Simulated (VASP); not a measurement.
# CdTe (F-43m) in VASP: a series of runs

CdTe is run at these levels: LDA; tasks: single point.

Program: VASP 6.6.1. These are calculated values, not measurements. Logs are shortened: lines on timing, memory, paths and dates and some standing lists are left out, and cuts for length are marked.

### 1 The cell of the first run

It takes space group F-43m (No. 216, cubic). Conventional cell: a = 6.690 Å, b = 6.690 Å, c = 6.690 Å, α = 90.00°, β = 90.00°, γ = 90.00°. Cd (site symmetry -43m) has 4 Te at 2.90 Å within 3.8 Å. Te (site symmetry -43m) has 4 Cd at 2.90 Å within 3.8 Å.

### 2 Single point, LDA

Contents of INCAR:

```
SYSTEM = CdTe
PREC = Accurate
ENCUT = 500
EDIFF = 1E-6
ISMEAR = 0
SIGMA = 0.05
LREAL = .FALSE.
LASPH = .TRUE.
NELM = 120
ALGO = Normal
ISIF = 2
LWAVE = .FALSE.
LCHARG = .FALSE.
GGA = CA
NBANDS = 16
GGA_COMPAT = .FALSE.
```

Contents of KPOINTS:

```
regular mesh
0
G
  4 4 4
  0 0 0
```

Contents of POSCAR:

```
CdTe
1.0
    0.0000000000      3.3447502727      3.3447502727
    3.3447502727      0.0000000000      3.3447502727
    3.3447502727      3.3447502727      0.0000000000
Cd Te
1 1
Direct
    0.0000000000      0.0000000000      0.0000000000
    0.2500000000      0.2500000000      0.2500000000
```

Potentials or basis: VASP PAW LDA potentials, release 64 (Cd, Te).

Command:

```bash
> cat potpaw_LDA.64/Cd/POTCAR potpaw_LDA.64/Te/POTCAR > POTCAR
> mpirun -np 1 vasp_std > vasp.out
```

OUTCAR:

```text
SYSTEM = CdTe
   PREC = Accurate
   ENCUT = 500
   EDIFF = 1E-6
   ISMEAR = 0
   LREAL = .FALSE.
   LASPH = .TRUE.
   NELM = 120
   ISIF = 2
   GGA = CA

 ion  position               nearest neighbor table
   1  0.000  0.000  0.000-   2 2.90   2 2.90   2 2.90   2 2.90
   2  0.250  0.250  0.250-   1 2.90   1 2.90   1 2.90   1 2.90

  LATTYP: Found a face centered cubic cell.
 ALAT       =     6.6895005454

  Lattice vectors:

 A1 = (   0.0000000000,   3.3447502727,   3.3447502727)
 A2 = (   3.3447502727,   0.0000000000,   3.3447502727)
 A3 = (   3.3447502727,   3.3447502727,   0.0000000000)

Analysis of symmetry for initial positions (statically):
=====================================================================
 Subroutine PRICEL returns:
 Original cell was already a primitive cell.

 Routine SETGRP: Setting up the symmetry group for a
 face centered cubic supercell.

 Subroutine GETGRP returns: Found 24 space group operations
 (whereof 24 operations were pure point group operations)
 out of a pool of 48 trial point group operations.

The static configuration has the point symmetry T_d .

Analysis of symmetry for dynamics (positions and initial velocities):
=====================================================================
 Subroutine PRICEL returns:
 Original cell was already a primitive cell.

 Routine SETGRP: Setting up the symmetry group for a
 face centered cubic supercell.

 Subroutine GETGRP returns: Found 24 space group operations
 (whereof 24 operations were pure point group operations)
 out of a pool of 48 trial point group operations.

The dynamic configuration has the point symmetry T_d .

 Subroutine INISYM returns: Found 24 space group operations
 (whereof 24 operations are pure point group operations),
 and found     1 'primitive' translations

----------------------------------------------------------------------------------------

                                     Primitive cell

  volume of cell :      74.8378

  direct lattice vectors                    reciprocal lattice vectors
     0.000000000  3.344750273  3.344750273    -0.149487991  0.149487991  0.149487991
     3.344750273  0.000000000  3.344750273     0.149487991 -0.149487991  0.149487991
     3.344750273  3.344750273  0.000000000     0.149487991  0.149487991 -0.149487991

  length of vectors
     4.730191198  4.730191198  4.730191198     0.258920796  0.258920796  0.258920796

  position of ions in fractional coordinates (direct lattice)
     0.000000000  0.000000000  0.000000000
     0.250000000  0.250000000  0.250000000

  ion indices of the primitive-cell ions
   primitive index   ion index
                 1           1
                 2           2

----------------------------------------------------------------------------------------

 KPOINTS: regular mesh

Automatic generation of k-mesh.
 Grid dimensions read from file:
 generate k-points for:    4    4    4

 Generating k-lattice:

  Cartesian coordinates                     Fractional coordinates (reciprocal lattice)
    -0.037371998  0.037371998  0.037371998     0.250000000  0.000000000  0.000000000
     0.037371998 -0.037371998  0.037371998     0.000000000  0.250000000  0.000000000
     0.037371998  0.037371998 -0.037371998     0.000000000  0.000000000  0.250000000

  Length of vectors
     0.064730199  0.064730199  0.064730199

  Shift w.r.t. Gamma in fractional coordinates (k-lattice)
     0.000000000  0.000000000  0.000000000

 Subroutine IBZKPT returns following result:
 ===========================================

 Found      8 irreducible k-points:

 Following reciprocal coordinates:
            Coordinates               Weight
  0.000000  0.000000  0.000000      1.000000
  0.250000  0.000000  0.000000      8.000000
  0.500000  0.000000  0.000000      4.000000
  0.250000  0.250000  0.000000      6.000000
  0.500000  0.250000  0.000000     24.000000
 -0.250000  0.250000  0.000000     12.000000
  0.500000  0.500000  0.000000      3.000000
 -0.250000  0.500000  0.250000      6.000000
   k-points           NKPTS =      8   k-points in BZ     NKDIM =      8   number of bands    NBANDS=     16
   number of dos      NEDOS =    301   number of ions     NIONS =      2
   total plane-waves  NPLWV =  46656
   dimension x,y,z NGX =    36 NGY =   36 NGZ =   36
   dimension x,y,z NGXF=    72 NGYF=   72 NGZF=   72
   ions per type =               1   1
   NGX,Y,Z   is equivalent  to a cutoff of  12.65, 12.65, 12.65 a.u.
   NGXF,Y,Z  is equivalent  to a cutoff of  25.30, 25.30, 25.30 a.u.
 SYSTEM =  CdTe
   PREC   = accura    normal or accurate (medium, high low for compatibility)
   ISTART =      0    job   : 0-new  1-cont  2-samecut
   ICHARG =      2    charge: 1-file 2-atom 10-const
   ISPIN  =      1    spin polarized calculation?
   LNONCOLLINEAR =      F non collinear calculations
   LSORBIT =      F    spin-orbit coupling
   LASPH  =      T    aspherical Exc in radial PAW
   ENCUT  =  500.0 eV  36.75 Ry    6.06 a.u.   8.62  8.62  8.62*2*pi/ulx,y,z
   NELM   =    120;   NELMIN=  2; NELMDL= -5     # of ELM steps
   EDIFF  = 0.1E-05   stopping-criterion for ELM
   LREAL  =      F    real-space projection
   EDIFFG = 0.1E-04   stopping-criterion for IOM
   NSW    =      0    number of steps for IOM
   IBRION =     -1    ionic relax: 0-MD 1-quasi-New 2-CG
   NFREE  =      0    steps in history (QN), initial steepest desc. (CG)
   ISIF   =      2    stress and relaxation
   ISYM   =      2    0-nonsym 1-usesym 2-fastsym
   POTIM  = 0.5000    time-step for ionic-motion
   TEBEG  =    0.0;   TEEND  =   0.0 temperature during run
   PSTRESS=    0.0 pullay stress
   NELECT =      18.0000    total number of electrons
   NUPDOWN=      -1.0000    fix difference up-down
   EMIN   =  10.00;   EMAX   =-10.00  energy-range for DOS
   EFERMI =   0.00;   METHOD = LEGACY
   ISMEAR =     0;   SIGMA  =   0.05  broadening in eV -4-tet -1-fermi 0-gaus
   EFERMI_NEDOS =   21; number of points for ismear=-14 and -15
   IALGO  =     38    algorithm
   IMIX   =      4    mixing-type and parameters
     AMIX     =   0.40;   BMIX     =  1.00
     AMIX_MAG =   1.60;   BMIX_MAG =  1.00
  volume/ion in A,a.u.               =      37.42       252.52
  Fermi-wavevector in a.u.,A,eV,Ry     =   1.018104  1.923937 14.102914  1.036535
  Thomas-Fermi vector in A             =   2.151542
   LORBIT       =      0    0 simple, 1 ext, 2 COOP (PROOUT), +10 PAW based schemes
   GGA     = CA    functional components
   LHFCALC =     F    Hartree Fock is set to
   AEXX    =    0.0000 exact exchange contribution
   IVDW    =     0    specifies the selected vdW correction
   LEPSILON=     F    determine dielectric tensor
   LRPA    =     F    only Hartree local field effects (RPA)
 non-spin polarized calculation
 Gauss-broadening in eV      SIGMA  =   0.05
  energy-cutoff  :      500.00
  volume of cell :       74.84
 maximum number of plane-waves:      1924
 NGX is ok and might be reduce to    36
   NGX = 17   NGY = 17   NGZ = 17

 number of electron      17.9999998 magnetization

 Free energy of the ion-electron system (eV)
  ---------------------------------------------------
  ext. energy  EPLUGINS =         0.00000000
  ---------------------------------------------------
  free energy    TOTEN  =        -5.86198148 eV

  energy without entropy =       -5.86197884  energy(sigma->0) =       -5.86198016

 E-fermi :   1.4901     XC(G=0):  -8.5394

 val. band max:        1.3589797236   @ k =   0.0000   0.0000   0.0000
 cond. band min:       1.6109457055   @ k =   0.0000   0.0000   0.0000
 fundamental gap:      0.2519659818
 Fermi energy:         1.4900584213

 k-point     1 :       0.0000    0.0000    0.0000
  band No.  band energies     occupation
      1      -9.3812      2.00000
      2      -6.6793      2.00000
      3      -6.6793      2.00000
      4      -6.6793      2.00000
      5      -6.4816      2.00000
      6      -6.4816      2.00000
[... 8 lines left out ...]
     15      10.5071      0.00000
     16      10.5071      0.00000

 k-point     2 :       0.2500    0.0000    0.0000
  band No.  band energies     occupation
      1      -9.2195      2.00000
      2      -6.6523      2.00000
      3      -6.6523      2.00000
      4      -6.5117      2.00000
      5      -6.4817      2.00000
      6      -6.4817      2.00000
[... 8 lines left out ...]
     15       9.6372      0.00000
     16       9.6372      0.00000

 k-point     3 :       0.5000    0.0000    0.0000
  band No.  band energies     occupation
      1      -9.0604      2.00000
      2      -6.6314      2.00000
      3      -6.6314      2.00000
      4      -6.4748      2.00000
      5      -6.4748      2.00000
      6      -6.2034      2.00000
[... 8 lines left out ...]
     15      11.3130      0.00000
     16      11.3130      0.00000

 k-point     4 :       0.2500    0.2500    0.0000
  band No.  band energies     occupation
      1      -9.1672      2.00000
      2      -6.6211      2.00000
      3      -6.6211      2.00000
      4      -6.5440      2.00000
      5      -6.4698      2.00000
      6      -6.4504      2.00000
[... 8 lines left out ...]
     15      11.0315      0.00000
     16      11.3976      0.00000

 k-point     5 :       0.5000    0.2500    0.0000
  band No.  band energies     occupation
      1      -9.0121      2.00000
      2      -6.6055      2.00000
      3      -6.5927      2.00000
      4      -6.5102      2.00000
      5      -6.4692      2.00000
      6      -6.1565      2.00000
[... 8 lines left out ...]
     15      11.5212      0.00000
     16      11.9338      0.00000

 k-point     6 :      -0.2500    0.2500    0.0000
  band No.  band energies     occupation
      1      -9.0626      2.00000
      2      -6.6192      2.00000
      3      -6.6174      2.00000
      4      -6.4871      2.00000
      5      -6.4856      2.00000
      6      -6.2518      2.00000
[... 8 lines left out ...]
     15      10.3986      0.00000
     16      11.9594      0.00000

 k-point     7 :       0.5000    0.5000    0.0000
  band No.  band energies     occupation
      1      -8.9624      2.00000
      2      -6.5573      2.00000
      3      -6.5573      2.00000
      4      -6.5531      2.00000
      5      -6.4581      2.00000
      6      -6.0955      2.00000
[... 8 lines left out ...]
     15      11.9604      0.00000
     16      12.4844      0.00000

 k-point     8 :      -0.2500    0.5000    0.2500
  band No.  band energies     occupation
      1      -8.9636      2.00000
      2      -6.5890      2.00000
      3      -6.5796      2.00000
      4      -6.5038      2.00000
      5      -6.4796      2.00000
      6      -6.0373      2.00000
[... 8 lines left out ...]
     15      11.9427      0.00000
     16      12.1419      0.00000

------------------------ aborting loop because EDIFF is reached ----------------------------------------

  FORCE on cell =-STRESS in cart. coord.  units (eV):
  Direction    XX          YY          ZZ          XY          YZ          ZX
  --------------------------------------------------------------------------------------
  -------------------------------------------------------------------------------------
  Total       -1.8886220     -1.8886220     -1.8886220     -0.0000000      0.0000000     -0.0000000
  in kB      -40.4328676    -40.4328676    -40.4328676     -0.0000000      0.0000000     -0.0000000
  external PRESSURE =     -40.4328676 kB  Pullay stress =       0.0000000 kB

 VOLUME and BASIS-vectors are now :
 -----------------------------------------------------------------------------
  energy-cutoff  :      500.00
  volume of cell :       74.84
      direct lattice vectors                 reciprocal lattice vectors
     0.000000000  3.344750273  3.344750273    -0.149487991  0.149487991  0.149487991
     3.344750273  0.000000000  3.344750273     0.149487991 -0.149487991  0.149487991
     3.344750273  3.344750273  0.000000000     0.149487991  0.149487991 -0.149487991

 POSITION                                       TOTAL-FORCE (eV/Angst)
 -----------------------------------------------------------------------------------
      0.00000      0.00000      0.00000         0.000000      0.000000      0.000000
      1.67238      1.67238      1.67238        -0.000000     -0.000000     -0.000000
 -----------------------------------------------------------------------------------
    total drift:                                0.000000      0.000000      0.000000

  FREE ENERGIE OF THE ION-ELECTRON SYSTEM (eV)
  ---------------------------------------------------
  free  energy   TOTEN  =        -5.8619814846 eV

  energy  without entropy=       -5.8619788400  energy(sigma->0) =       -5.86198016
```

It took 4.1 s on 1 thread of Intel Xeon 6975P-C (Granite Rapids), shared host; peak memory 0.17 GiB.

What came out:

| Item | Value |
| --- | --- |
| Free energy | -5.8620 eV |
| Pressure | -4.0 GPa |
| Band gap on the k mesh | 0.25 eV, direct |

Caveat: spin-orbit coupling is left out, which moves the levels of the heavy elements.

### 3 Single point, LDA

This run uses another cell than the first one, of 39.08 Å³/atom, 1.044 times its volume.

Contents of INCAR:

```
PREC     = Accurate       # precision mode
ENCUT    = 500            # plane-wave cutoff, eV
EDIFF    = 1E-6           # SCF threshold, eV
ISMEAR   = 0              # smearing method
SIGMA    = 0.05           # smearing width, eV
LREAL    = False          # projectors in reciprocal space
LASPH    = True           # aspherical terms in the spheres
NELM     = 120            # most SCF steps
ALGO     = Normal         # electronic algorithm
ISIF     = 2              # what is computed and relaxed
LWAVE    = False          # write WAVECAR
LCHARG   = True           # write CHGCAR
GGA      = CA             # functional
LELF     = True           # ELF
LVHAR    = True         
NBANDS   = 16             # bands
GGA_COMPAT= False
```

Contents of KPOINTS:

```
Automatic mesh
0
Gamma
  4 4 4
```

Contents of POSCAR:

```
CdTe
1.0
    0.0000000000      3.3934339422      3.3934339422
    3.3934339422      0.0000000000      3.3934339422
    3.3934339422      3.3934339422      0.0000000000
Cd Te
1 1
Direct
    0.0000000000      0.0000000000      0.0000000000
    0.2500000000      0.2500000000      0.2500000000
```

Potentials or basis: VASP PAW LDA potentials, release 64 (Cd, Te).

Command:

```bash
> cat potpaw_LDA.64/Cd/POTCAR potpaw_LDA.64/Te/POTCAR > POTCAR
> mpirun -np 1 vasp_std > vasp.out
```

OUTCAR:

```text
PREC = Accurate
   ENCUT = 500
   EDIFF = 1E-6
   ISMEAR = 0
   LREAL = False
   LASPH = True
   NELM = 120
   ISIF = 2
   GGA = CA

 ion  position               nearest neighbor table
   1  0.000  0.000  0.000-   2 2.94   2 2.94   2 2.94   2 2.94
   2  0.250  0.250  0.250-   1 2.94   1 2.94   1 2.94   1 2.94

  LATTYP: Found a face centered cubic cell.
 ALAT       =     6.7868678844

  Lattice vectors:

 A1 = (   0.0000000000,   3.3934339422,   3.3934339422)
 A2 = (   3.3934339422,   0.0000000000,   3.3934339422)
 A3 = (   3.3934339422,   3.3934339422,   0.0000000000)

Analysis of symmetry for initial positions (statically):
=====================================================================
 Subroutine PRICEL returns:
 Original cell was already a primitive cell.

 Routine SETGRP: Setting up the symmetry group for a
 face centered cubic supercell.

 Subroutine GETGRP returns: Found 24 space group operations
 (whereof 24 operations were pure point group operations)
 out of a pool of 48 trial point group operations.

The static configuration has the point symmetry T_d .

[... 142 lines left out ...]
  energy without entropy =       -5.76786258  energy(sigma->0) =       -5.76799347

 E-fermi :   1.0895     XC(G=0):  -8.3616

 val. band max:        1.0149490233   @ k =   0.0000   0.0000   0.0000
 cond. band min:       1.1467939106   @ k =   0.0000   0.0000   0.0000
 fundamental gap:      0.1318448873
 Fermi energy:         1.0894858648

 k-point     1 :       0.0000    0.0000    0.0000
  band No.  band energies     occupation
      1      -9.5290      2.00000
      2      -6.9201      2.00000
      3      -6.9201      2.00000
      4      -6.9201      2.00000
      5      -6.7470      2.00000
      6      -6.7470      2.00000
[... 129 lines left out ...]
      3      -6.8320      2.00000
      4      -6.7661      2.00000
      5      -6.7444      2.00000
      6      -6.3533      2.00000
[... 8 lines left out ...]
     15      11.4120      0.00000
     16      11.6423      0.00000

------------------------ aborting loop because EDIFF is reached ----------------------------------------

  FORCE on cell =-STRESS in cart. coord.  units (eV):
  Direction    XX          YY          ZZ          XY          YZ          ZX
  --------------------------------------------------------------------------------------
  -------------------------------------------------------------------------------------
  Total       -2.4268794     -2.4268794     -2.4268794     -0.0000000      0.0000000     -0.0000000
  in kB      -49.7520045    -49.7520045    -49.7520045     -0.0000000      0.0000000     -0.0000000
  external PRESSURE =     -49.7520045 kB  Pullay stress =       0.0000000 kB

 VOLUME and BASIS-vectors are now :
 -----------------------------------------------------------------------------
  energy-cutoff  :      500.00
  volume of cell :       78.15
      direct lattice vectors                 reciprocal lattice vectors
     0.000000000  3.393433942  3.393433942    -0.147343372  0.147343372  0.147343372
     3.393433942  0.000000000  3.393433942     0.147343372 -0.147343372  0.147343372
     3.393433942  3.393433942  0.000000000     0.147343372  0.147343372 -0.147343372

 POSITION                                       TOTAL-FORCE (eV/Angst)
 -----------------------------------------------------------------------------------
      0.00000      0.00000      0.00000         0.000000      0.000000      0.000000
      1.69672      1.69672      1.69672        -0.000000     -0.000000     -0.000000
 -----------------------------------------------------------------------------------
    total drift:                                0.000000      0.000000      0.000000

  FREE ENERGIE OF THE ION-ELECTRON SYSTEM (eV)
  ---------------------------------------------------
  free  energy   TOTEN  =        -5.7681243611 eV

  energy  without entropy=       -5.7678625828  energy(sigma->0) =       -5.76799347
```

Run time: 4.9 s. Hardware: 1 thread of Intel Xeon 6975P-C (Granite Rapids), shared host; peak memory 0.17 GiB.

What came out:

```
Free energy            : -5.7681 eV
Pressure               : -5.0 GPa
Band gap on the k mesh : 0.13 eV, direct
```

Levels at points of the mesh, in eV from the valence-band top:
| k point | band 6 | band 7 | band 8 | band 9 | band 10 | band 11 | band 12 | band 13 |
| --- | --- | --- | --- | --- | --- | --- | --- | --- |
| (0.00, 0.00, 0.00) | -7.76 | 0.00 | 0.00 | 0.00 | 0.13 | 4.54 | 4.54 | 4.54 |
| (0.50, 0.00, 0.00) | -7.51 | -3.80 | -0.60 | -0.60 | 1.49 | 5.09 | 5.09 | 6.60 |
| (0.50, 0.50, 0.00) | -7.42 | -3.78 | -1.47 | -1.47 | 2.50 | 2.68 | 7.93 | 8.26 |

Caveat: spin-orbit coupling is left out, which moves the levels of the heavy elements.

(Continued in part 2 of 2.)
